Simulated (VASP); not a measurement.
The system is P.

```
P
1.0
     2.98595    0.00000    0.00000
    -1.49298    2.58591    0.00000
     0.00000    0.00000   14.78620
P
6
Direct
  0.99218 0.68024 0.91648
  0.31976 0.31194 0.24981
  0.68806 0.00782 0.58314
  0.00782 0.68806 0.41686
  0.68024 0.99218 0.08353
  0.31194 0.31976 0.75019
```

| Item | Value |
| --- | --- |
| Program | VASP 6.6.1 |
| Task | relaxation of cell and atoms |
| Functional | PBE |
| Potentials or basis | VASP PAW PBE potentials, release 64 (P) |
| Cutoff | 600 eV |
| k mesh | 6 × 6 × 2 |
| Occupations | gaussian, width 0.1 eV |
| Spin | no spin polarisation |

At the start: pressure -15.2 GPa; volume 19.03 Å³/atom.

How do energy, volume and symmetry change on relaxing?

Over 57 steps the energy falls by 606.7 meV/atom and the volume is 14.26 Å³/atom (-25.1 %); space group P3_221 (No. 154, to 0.1 Å) before, P6/mmm (No. 191, to 0.1 Å).

Step by step:
| step | energy change (eV) | largest force (eV/Å) | pressure (GPa) | volume (Å³) |
| --- | --- | --- | --- | --- |
| 1 | 0.0000 | 0.1389 | -15.20 | 114.17 |
| 3 | -1.6042 | 0.1724 | 0.02 | 87.07 |
| 5 | -1.6351 | 0.2256 | 0.21 | 86.84 |
| 7 | -1.6369 | 0.2946 | 1.24 | 86.46 |
| 9 | -1.6494 | 0.3176 | 1.21 | 86.48 |
| 11 | -1.7203 | 0.3946 | 1.12 | 86.56 |
| 13 | -1.9786 | 0.6894 | 5.20 | 86.81 |
| 15 | -1.9970 | 0.4672 | 3.90 | 86.77 |
| 17 | -2.2007 | 0.6134 | 0.52 | 91.26 |
| 19 | -2.4394 | 0.5590 | -4.31 | 99.00 |
| 21 | -2.6239 | 0.4587 | -11.64 | 103.88 |
| 23 | -2.9973 | 0.3159 | -9.26 | 101.55 |
| 25 | -3.3212 | 0.2225 | -0.48 | 88.79 |
| 27 | -3.4580 | 0.1442 | -3.62 | 91.58 |
| 29 | -3.5390 | 0.1676 | -2.83 | 90.60 |
| 31 | -3.5539 | 0.1798 | 0.10 | 87.69 |
| 33 | -3.5595 | 0.1528 | -0.71 | 88.30 |
| 35 | -3.5663 | 0.1428 | -0.52 | 88.03 |
| 37 | -3.5770 | 0.2406 | 1.43 | 86.34 |
| 39 | -3.5881 | 0.0972 | 1.74 | 85.57 |
| 41 | -3.6035 | 0.1114 | 0.98 | 86.22 |
| 43 | -3.6170 | 0.0481 | -0.89 | 87.41 |
| 45 | -3.6250 | 0.1001 | -0.58 | 86.49 |
| 47 | -3.6300 | 0.0843 | 0.45 | 85.37 |
| 49 | -3.6341 | 0.0504 | 0.29 | 85.45 |
| 51 | -3.6356 | 0.0417 | -0.33 | 85.98 |
| 53 | -3.6376 | 0.0478 | 0.13 | 85.58 |
| 55 | -3.6392 | 0.0460 | 0.25 | 85.46 |
| 57 | -3.6399 | 0.0381 | 0.14 | 85.56 |

Final structure:
```
P
1.0
     2.59456    0.00000    0.00000
    -1.29728    2.24695    0.00000
     0.00000    0.00000   14.67676
P
6
Cartesian
  1.2844 2.2364 13.4582
  -1.2817 2.2411 3.6737
  -0.0027 0.0164 8.5659
  0.0155 0.0059 6.1108
  1.2946 2.2306 1.2186
  2.5817 0.0105 11.0031
```

Caveat: the k points lie up to 0.47 Å⁻¹ apart in the final cell; the volume moved by over 15 % at a fixed basis, so the end points are rough; the highest band is partly filled, so the run has too few bands.
